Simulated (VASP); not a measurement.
NaH: relaxation of the atoms with LDA

Crystal: NaH.

```xyz
2
Lattice="-0.0117 2.3397 2.3397 2.3397 -0.0117 2.3397 2.3397 2.3397 -0.0117" Properties=species:S:1:pos:R:3 pbc="T T T"
Na    0.0000    0.0000    0.0000
H     2.3338    2.3338    2.3338
```

This cell differs from its parent crystal: equal xy, yz and zx engineering shears of -0.5 %.

```yaml
Program: VASP 6.6.1
Task: relaxation of the atoms
Functional: LDA
Potentials_or_basis: VASP PAW LDA potentials, release 64 (Na_pv, H)
Cutoff: 450 eV
k_mesh: 8 × 8 × 8
Occupations: gaussian, width 0.01 eV
Spin: no spin polarisation
Dipole_correction: no
Further_INCAR_settings: ALGO = Normal; EDIFF = 1e-07; IBRION = 2; EDIFFG = -0.002; NSW = 50
```

```yaml
Pressure_after_relaxing: -0.3 GPa
Band_gap_on_the_k_mesh: 3.53 eV (least direct gap 4.50 eV)
```

Stress tensor (GPa, compression positive):
```
-0.30  0.12  0.12
 0.12 -0.30  0.12
 0.12  0.12 -0.30
```

Final structure:
```
CELL_PARAMETERS angstrom
-0.01173 2.33967 2.33967
2.33967 -0.01173 2.33967
2.33967 2.33967 -0.01173
ATOMIC_POSITIONS crystal
Na 0.00000 0.00000 0.00000
H 0.50000 0.50000 0.50000
```

Levels at points of the mesh, in eV from the valence-band top:
| k point | band 1 | band 2 | band 3 | band 4 | band 5 | band 6 | band 7 | band 8 |
| --- | --- | --- | --- | --- | --- | --- | --- | --- |
| (0.00, 0.00, 0.00) | -22.03 | -22.03 | -22.03 | -4.05 | 11.20 | 15.78 | 15.78 | 15.97 |
| (0.50, 0.00, 0.00) | -22.16 | -22.05 | -22.05 | -0.97 | 3.53 | 11.22 | 13.59 | 13.69 |
| (0.50, 0.50, 0.00) | -22.15 | -22.08 | -22.08 | -0.22 | 4.47 | 9.98 | 10.81 | 10.94 |
| (0.50, 0.50, 0.50) | -22.17 | -22.05 | -22.05 | -0.92 | 3.59 | 11.14 | 13.54 | 13.54 |

Wall time 12 s on 1 thread of Intel Xeon 8259CL, with other jobs on the host, peak memory 0.13 GiB.

Caveat: the cell differs from its parent crystal (equal xy, yz and zx engineering shears of -0.5 %); the relaxation stopped at its first step, so nothing moved. A k mesh can miss the band edges.
